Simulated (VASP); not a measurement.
# MgO (Imm2) in VASP: further runs, part 2 of 2

VASP 6.6.1. The steps go on from the part before.

### 4 Single point, PBE (all O atoms moved +0.037 Å, as atom 2 along Cartesian [1 1 0])

Input file INCAR:

```
  PREC = Accurate
  ENCUT = 600
  EDIFF = 1E-6
  ISMEAR = 0
  SIGMA = 0.05
  LREAL = F
  LASPH = T
  NELM = 120
  ALGO = Normal
  ISIF = 2
  LWAVE = F
  LCHARG = F
  GGA = PE
  NBANDS = 11
  GGA_COMPAT = F
```

Input file KPOINTS:

```
Automatic mesh
0
Gamma
  10 10 10
```

Input file POSCAR:

```
MgO
1.0
    0.0000000000      2.1351500000      2.1351500000
    2.1351500000      0.0000000000      2.1351500000
    2.1351500000      2.1351500000      0.0000000000
Mg O
1 1
Direct
    0.0000000000      0.0000000000      0.0000000000
    0.5000000000      0.5000000000      0.5124190358
```

Potentials or basis: VASP PAW PBE potentials, release 64 (Mg, O).

Started as:

```bash
$ cat potpaw_PBE.64/Mg/POTCAR potpaw_PBE.64/O/POTCAR > POTCAR
$ mpirun -np 1 vasp_std > vasp.out
```

OUTCAR:

```text
PREC = Accurate
   ENCUT = 600
   EDIFF = 1E-6
   ISMEAR = 0
   LREAL = F
   LASPH = T
   NELM = 120
   ISIF = 2
   GGA = PE

 ion  position               nearest neighbor table
   1  0.000  0.000  0.000-   2 2.11   2 2.11   2 2.14   2 2.14   2 2.16   2 2.16
   2  0.500  0.500  0.512-   1 2.11   1 2.11   1 2.14   1 2.14   1 2.16   1 2.16

  LATTYP: Found a face centered cubic cell.
 ALAT       =     4.2703000000

  Lattice vectors:

 A1 = (   0.0000000000,   2.1351500000,   2.1351500000)
 A2 = (   2.1351500000,   0.0000000000,   2.1351500000)
 A3 = (   2.1351500000,   2.1351500000,   0.0000000000)

Analysis of symmetry for initial positions (statically):
=====================================================================
 Subroutine PRICEL returns:
 Original cell was already a primitive cell.

 Routine SETGRP: Setting up the symmetry group for a
 face centered cubic supercell.

 Subroutine GETGRP returns: Found  4 space group operations
 (whereof  4 operations were pure point group operations)
 out of a pool of 48 trial point group operations.

The static configuration has the point symmetry C_2v.
[... 170 lines left out ...]
      1     -14.1749      2.00000
      2       2.8794      2.00000
      3       2.8815      2.00000
      4       2.8817      2.00000
      5       7.2178      0.00000
      6      18.4499      0.00000
      7      18.4554      0.00000
      8      18.4581      0.00000
      9      22.2547      0.00000
     10      23.9889      0.00000
     11      23.9903      0.00000
[... 309 lines left out ...]
 k-point    24 :       0.1000    0.0000    0.4000
  band No.  band energies     occupation
      1     -13.1706      2.00000
      2      -0.8887      2.00000
      3       2.1198      2.00000
      4       2.2405      2.00000
      5      10.7845      0.00000
      6      14.6815      0.00000
      7      18.0254      0.00000
      8      19.1837      0.00000
      9      22.4892      0.00000
     10      24.8311      0.00000
     11      24.9603      0.00000

 [... further k-points ...]

------------------------ aborting loop because EDIFF is reached ----------------------------------------

  FORCE on cell =-STRESS in cart. coord.  units (eV):
  Direction    XX          YY          ZZ          XY          YZ          ZX
  --------------------------------------------------------------------------------------
  -------------------------------------------------------------------------------------
  Total       -0.3051676     -0.3051676     -0.3313958     -0.0033446      0.0000000      0.0000000
  in kB      -25.1150382    -25.1150382    -27.2735953     -0.2752590      0.0000000      0.0000000
  external PRESSURE =     -25.8345572 kB  Pullay stress =       0.0000000 kB

 VOLUME and BASIS-vectors are now :
 -----------------------------------------------------------------------------
  energy-cutoff  :      600.00
  volume of cell :       19.47
      direct lattice vectors                 reciprocal lattice vectors
     0.000000000  2.135150000  2.135150000    -0.234175585  0.234175585  0.234175585
     2.135150000  0.000000000  2.135150000     0.234175585 -0.234175585  0.234175585
     2.135150000  2.135150000  0.000000000     0.234175585  0.234175585 -0.234175585

 POSITION                                       TOTAL-FORCE (eV/Angst)
 -----------------------------------------------------------------------------------
      0.00000      0.00000      0.00000         0.119743      0.119743     -0.000000
      2.16167      2.16167      2.13515        -0.119743     -0.119743      0.000000
 -----------------------------------------------------------------------------------
    total drift:                               -0.000081     -0.000081      0.000001

  FREE ENERGIE OF THE ION-ELECTRON SYSTEM (eV)
  ---------------------------------------------------
  free  energy   TOTEN  =       -11.9096700904 eV

  energy  without entropy=      -11.9096700904  energy(sigma->0) =      -11.90967009
```

OSZICAR:

```text
N       E                     dE             d eps       ncg     rms          rms(c)
DAV:   1     0.194435338904E+02    0.19444E+02   -0.49025E+03  4098   0.727E+02
DAV:   2    -0.126740885853E+02   -0.32118E+02   -0.31018E+02  4323   0.147E+02
DAV:   3    -0.134641056690E+02   -0.79002E+00   -0.78937E+00  4523   0.210E+01
DAV:   4    -0.134661020320E+02   -0.19964E-02   -0.19963E-02  4146   0.119E+00
DAV:   5    -0.134661086804E+02   -0.66484E-05   -0.66484E-05  4419   0.680E-02    0.719E+00
DAV:   6    -0.119312227358E+02    0.15349E+01   -0.90994E+00  3933   0.164E+01    0.230E+00
DAV:   7    -0.119159239149E+02    0.15299E-01   -0.65352E-02  4122   0.224E+00    0.136E+00
DAV:   8    -0.119101826917E+02    0.57412E-02   -0.31877E-02  3969   0.200E+00    0.262E-01
DAV:   9    -0.119097174698E+02    0.46522E-03   -0.69641E-04  4314   0.185E-01    0.146E-01
DAV:  10    -0.119096691398E+02    0.48330E-04   -0.60006E-04  4158   0.182E-01    0.843E-03
DAV:  11    -0.119096700904E+02   -0.95064E-06   -0.32424E-06  4416   0.158E-02
   1 F= -.11909670E+02 E0= -.11909670E+02  d E =-.525631E-20
```

It used 38 s of CPU time on 1 thread of AMD EPYC 7R13 Processor (Zen 3), with other jobs on the host.

What came out:

```yaml
Free_energy: -11.9097 eV
Pressure: -2.6 GPa
Largest_force: 0.169 eV/Å
Band_gap_on_the_k_mesh: 4.34 eV, direct
```

Forces in eV/Å, atoms in the order of the input:
```
Mg   0.120  0.120  0.000
O   -0.120 -0.120  0.000
```

Stress tensor (GPa, compression positive):
```
-2.51 -0.03  0.00
-0.03 -2.51  0.00
 0.00  0.00 -2.73
```

Levels at points of the mesh, in eV from the valence-band top:
```
           k point  band 1  band 2  band 3  band 4  band 5  band 6  band 7  band 8
(0.00, 0.00, 0.00)  -17.06    0.00    0.00    0.00    4.34   15.57   15.57   15.58
(0.50, 0.00, 0.00)  -15.87   -4.44   -0.61   -0.61    7.64   12.13   15.89   15.90
(0.00, 0.00, 0.50)  -15.87   -4.44   -0.61   -0.61    7.64   12.14   15.89   15.90
(0.50, 0.50, 0.00)  -15.63   -3.92   -1.29   -1.29    9.07    9.52   12.67   18.35
(0.00, 0.50, 0.50)  -15.63   -3.92   -1.29   -1.29    9.07    9.52   12.67   18.35
```

Caveat: the cell differs from its parent crystal (all O atoms moved +0.037 Å, as atom 2 along Cartesian [1 1 0]).

### 5 Single point, PBE (all O atoms moved +0.013 Å, as atom 2 along Cartesian [1 1 0])

Input file INCAR:

```
SYSTEM = MgO
PREC = Accurate
ENCUT = 600
EDIFF = 1E-6
ISMEAR = 0
SIGMA = 0.05
LREAL = .False.
LASPH = .True.
NELM = 120
ALGO = Normal
ISIF = 2
LWAVE = .False.
LCHARG = .False.
GGA = PE
NBANDS = 11
GGA_COMPAT = .False.
```

Input file KPOINTS:

```
regular mesh
0
Gamma
  10 10 10
  0 0 0
```

Edit POSCAR of step 4 so:

```diff
@@ -9,2 +9,2 @@
     0.0000000000      0.0000000000      0.0000000000
-    0.5000000000      0.5000000000      0.5124190358
+    0.5000000000      0.5000000000      0.5041396786
```

Started as:

```bash
$ cat potpaw_PBE.64/Mg/POTCAR potpaw_PBE.64/O/POTCAR > POTCAR
$ mpirun -np 1 vasp_std > vasp.out
```

It used 41 s of CPU time on 1 thread of AMD EPYC 7R13 Processor (Zen 3), with other jobs on the host.

It converged, with:

```yaml
Free_energy: -11.9125 eV
Pressure: -2.7 GPa
Largest_force: 0.056 eV/Å
Band_gap_on_the_k_mesh: 4.34 eV, direct
```

Forces on the atoms (eV/Å):
```
Mg   0.040  0.040  0.000
O   -0.040 -0.040  0.000
```

Levels at points of the mesh, in eV from the valence-band top:
```csv
k point,band 2,band 3,band 4,band 5,band 6,band 7
"(0.00, 0.00, 0.00)",0.00,0.00,0.00,4.34,15.57,15.57
"(0.50, 0.00, 0.00)",-4.44,-0.61,-0.61,7.64,12.14,15.89
"(0.00, 0.00, 0.50)",-4.44,-0.61,-0.61,7.64,12.14,15.89
"(0.50, 0.50, 0.00)",-3.92,-1.29,-1.29,9.07,9.53,12.67
"(0.00, 0.50, 0.50)",-3.92,-1.29,-1.29,9.07,9.53,12.67
```

Caveat: the cell differs from its parent crystal (all O atoms moved +0.013 Å, as atom 2 along Cartesian [1 1 0]).

### 6 Single point, PBE

Input file INCAR:

```
SYSTEM = MgO
PREC = Accurate
ENCUT = 600
EDIFF = 1E-6
ISMEAR = 0
SIGMA = 0.05
LREAL = .FALSE.
LASPH = .TRUE.
NELM = 120
ALGO = Normal
ISIF = 2
LWAVE = .FALSE.
LCHARG = .FALSE.
GGA = PE
NBANDS = 11
GGA_COMPAT = .FALSE.
```

Input file KPOINTS:

```
Automatic mesh
0
G
  10 10 10
  0 0 0
```

Edit POSCAR of step 5 so:

```diff
@@ -9,2 +9,2 @@
     0.0000000000      0.0000000000      0.0000000000
-    0.5000000000      0.5000000000      0.5041396786
+    0.5000000000      0.5000000000      0.5206983930
```

Potentials or basis: VASP PAW PBE potentials, release 64 (Mg, O).

Started as:

```bash
$ cat potpaw_PBE.64/Mg/POTCAR potpaw_PBE.64/O/POTCAR > POTCAR
$ mpirun -np 1 vasp_std > vasp.out
```

OUTCAR:

```text
SYSTEM = MgO
   PREC = Accurate
   ENCUT = 600
   EDIFF = 1E-6
   ISMEAR = 0
   LREAL = .FALSE.
   LASPH = .TRUE.
   NELM = 120
   ISIF = 2
   GGA = PE

 ion  position               nearest neighbor table
   1  0.000  0.000  0.000-   2 2.09   2 2.09   2 2.14   2 2.14   2 2.18   2 2.18
   2  0.500  0.500  0.521-   1 2.09   1 2.09   1 2.14   1 2.14   1 2.18   1 2.18

  LATTYP: Found a face centered cubic cell.
 ALAT       =     4.2703000000

  Lattice vectors:

 A1 = (   0.0000000000,   2.1351500000,   2.1351500000)
 A2 = (   2.1351500000,   0.0000000000,   2.1351500000)
 A3 = (   2.1351500000,   2.1351500000,   0.0000000000)

Analysis of symmetry for initial positions (statically):
=====================================================================
 Subroutine PRICEL returns:
 Original cell was already a primitive cell.

 Routine SETGRP: Setting up the symmetry group for a
 face centered cubic supercell.

 Subroutine GETGRP returns: Found  4 space group operations
 (whereof  4 operations were pure point group operations)
 out of a pool of 48 trial point group operations.

The static configuration has the point symmetry C_2v.

Analysis of symmetry for dynamics (positions and initial velocities):
[... 173 lines left out ...]
      6      18.4492      0.00000
      7      18.4644      0.00000
      8      18.4719      0.00000
      9      22.2491      0.00000
     10      23.9919      0.00000
     11      23.9958      0.00000
[... 309 lines left out ...]
 k-point    24 :       0.1000    0.0000    0.4000
  band No.  band energies     occupation
      1     -13.1727      2.00000
      2      -0.8890      2.00000
      3       2.1163      2.00000
      4       2.2390      2.00000
      5      10.7842      0.00000
      6      14.6775      0.00000
      7      18.0212      0.00000
      8      19.1936      0.00000
      9      22.4934      0.00000
     10      24.8136      0.00000
     11      24.9855      0.00000

 [... further k-points ...]

------------------------ aborting loop because EDIFF is reached ----------------------------------------

  FORCE on cell =-STRESS in cart. coord.  units (eV):
  Direction    XX          YY          ZZ          XY          YZ          ZX
  --------------------------------------------------------------------------------------
  -------------------------------------------------------------------------------------
  Total       -0.2619900     -0.2619900     -0.3347526     -0.0097799      0.0000000      0.0000000
  in kB      -21.5615614    -21.5615614    -27.5498611     -0.8048760      0.0000000      0.0000000
  external PRESSURE =     -23.5576613 kB  Pullay stress =       0.0000000 kB

 VOLUME and BASIS-vectors are now :
 -----------------------------------------------------------------------------
  energy-cutoff  :      600.00
  volume of cell :       19.47
      direct lattice vectors                 reciprocal lattice vectors
     0.000000000  2.135150000  2.135150000    -0.234175585  0.234175585  0.234175585
     2.135150000  0.000000000  2.135150000     0.234175585 -0.234175585  0.234175585
     2.135150000  2.135150000  0.000000000     0.234175585  0.234175585 -0.234175585

 POSITION                                       TOTAL-FORCE (eV/Angst)
 -----------------------------------------------------------------------------------
      0.00000      0.00000      0.00000         0.200377      0.200377      0.000000
      2.17934      2.17934      2.13515        -0.200377     -0.200377     -0.000000
 -----------------------------------------------------------------------------------
    total drift:                               -0.000102     -0.000102      0.000000

  FREE ENERGIE OF THE ION-ELECTRON SYSTEM (eV)
  ---------------------------------------------------
  free  energy   TOTEN  =       -11.9040131246 eV

  energy  without entropy=      -11.9040131246  energy(sigma->0) =      -11.90401312
```

Wall time 14 s (1 thread of Intel Xeon 6975P-C, shared host); peak memory 0.17 GiB.

What came out:

- Free energy: -11.9040 eV
- Pressure: -2.4 GPa
- Largest force: 0.283 eV/Å
- Band gap on the k mesh: 4.34 eV, direct

Forces in eV/Å, atoms in the order of the input:
```
Mg   0.200  0.200  0.000
O   -0.200 -0.200  0.000
```

Levels at points of the mesh, in eV from the valence-band top:
| k point | band 1 | band 2 | band 3 | band 4 | band 5 | band 6 | band 7 | band 8 | band 9 |
| --- | --- | --- | --- | --- | --- | --- | --- | --- | --- |
| (0.00, 0.00, 0.00) | -17.06 | -0.01 | 0.00 | 0.00 | 4.34 | 15.57 | 15.58 | 15.59 | 19.37 |
| (0.50, 0.00, 0.00) | -15.87 | -4.44 | -0.61 | -0.60 | 7.64 | 12.12 | 15.88 | 15.91 | 20.27 |
| (0.00, 0.00, 0.50) | -15.87 | -4.44 | -0.61 | -0.61 | 7.65 | 12.13 | 15.89 | 15.90 | 20.27 |
| (0.50, 0.50, 0.00) | -15.63 | -3.91 | -1.29 | -1.29 | 9.08 | 9.51 | 12.67 | 18.34 | 18.39 |
| (0.00, 0.50, 0.50) | -15.63 | -3.91 | -1.29 | -1.29 | 9.08 | 9.51 | 12.67 | 18.35 | 18.37 |
